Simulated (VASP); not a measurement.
Set up this calculation in VASP 6.6.1, as the native input.

| Property | Result |
| --- | --- |
| Task | single point |
| Functional | LDA |
| Potentials or basis | VASP PAW LDA potentials, release 64 (Mn_pv, S) |
| Cutoff | 520 eV |
| k mesh | 7 × 7 × 7 |
| Occupations | fermi-dirac, width 0.05 eV |
| Spin | collinear spin, ferromagnetic start |
| Starting moments | [4.0, 0.0] μB |
| Dipole correction | no |
| Further INCAR settings | ALGO = Normal; EDIFF = 1e-06; NBANDS = 20 |

The structure of MnS lies in POSCAR:

```
MnS
1.0
    1.5776985873      0.9108847041      2.5744133474
   -1.5776985873      0.9108847041      2.5744133474
    0.0000000000     -1.8217694081      2.5744133474
Mn S
1 1
Direct
    0.0000000000      0.0000000000      0.0000000000
    0.5000000000      0.5000000000      0.5000000000
```

The input as run:

INCAR

```
SYSTEM = MnS
PREC = Accurate
ENCUT = 520
EDIFF = 1E-6
ISMEAR = -1
SIGMA = 0.05
LREAL = .FALSE.
LASPH = .TRUE.
NELM = 150
ALGO = Normal
ISIF = 2
LWAVE = .FALSE.
LCHARG = .FALSE.
ISPIN = 2
MAGMOM = 4 0
LORBIT = 11
LMAXMIX = 4
NBANDS = 20
```

KPOINTS

```
Automatic mesh
0
G
  7 7 7
  0 0 0
```

Potentials or basis: VASP PAW LDA potentials, release 64 (Mn_pv, S).

The run is started by

```sh
$ cat potpaw_LDA.64/Mn_pv/POTCAR potpaw_LDA.64/S/POTCAR > POTCAR
$ mpirun -np 1 vasp_std > vasp.out
```

It gave:

```json
{"Pressure": "29.2 GPa", "Net moment": "2.18 μB per cell", "Site moments": "Mn +2.04; S +0.06 μB", "Valence electrons inside the program's atomic spheres": "Mn 12.11; S 3.81"}
```

Caveat: a cell with one magnetic atom can't hold antiferromagnetic order, which such compounds often take.

Run time: 14 s on 1 thread of Intel(R) Xeon(R) Platinum 8488C (Sapphire Rapids) (shared host), peak memory 0.15 GiB.
